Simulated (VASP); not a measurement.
Here is a VASP 6.6.1 calculation.

INCAR

```
SYSTEM = Mn
PREC     = Accurate       ! precision mode
ENCUT    = 520            ! plane-wave cutoff, eV
EDIFF    = 1E-7           ! SCF threshold, eV
ISMEAR   = -1             ! smearing method
SIGMA    = 0.05           ! smearing width, eV
LREAL    = .False.        ! projectors in reciprocal space
LASPH    = .True.         ! aspherical terms in the spheres
NELM     = 150            ! most SCF steps
ALGO     = Normal         ! electronic algorithm
ISIF     = 2              ! what is computed and relaxed
LWAVE    = .False.        ! write WAVECAR
LCHARG   = .False.        ! write CHGCAR
ISPIN    = 2              ! spin polarisation
MAGMOM   = -0.699 0.699   ! initial moments
LORBIT   = 11             ! projections on sites
LMAXMIX  = 4              ! l up to which the mixer works
GGA      = RP             ! functional
NBANDS   = 24             ! bands
```

The input KPOINTS:

```
regular mesh
0
Gamma
  16 16 9
  0 0 0
```

File POSCAR:

```
Mn
1.0
    2.4290382887      0.0000000000      0.0000000000
   -1.2145191443      2.1036088648      0.0000000000
    0.0000000000      0.0000000000      3.9337780442
Mn
2
Direct
    0.3333333333      0.6666666667      0.2500000000
    0.6666666667      0.3333333333      0.7500000000
```

Potentials or basis: VASP PAW PBE potentials, release 64 (Mn_pv).

Command:

```sh
$ cat potpaw_PBE.64/Mn_pv/POTCAR > POTCAR
$ mpirun -np 1 vasp_std > vasp.out
```

(1) Predict the pressure.

(2) Predict the band gap on the k mesh.

## Answers

(1) 26.6 GPa.

(2) zero (filled and empty bands overlap).

Caveat: the cell stands under pressure; the PAW data sets were made with another functional, which shifts forces and pressure a little.
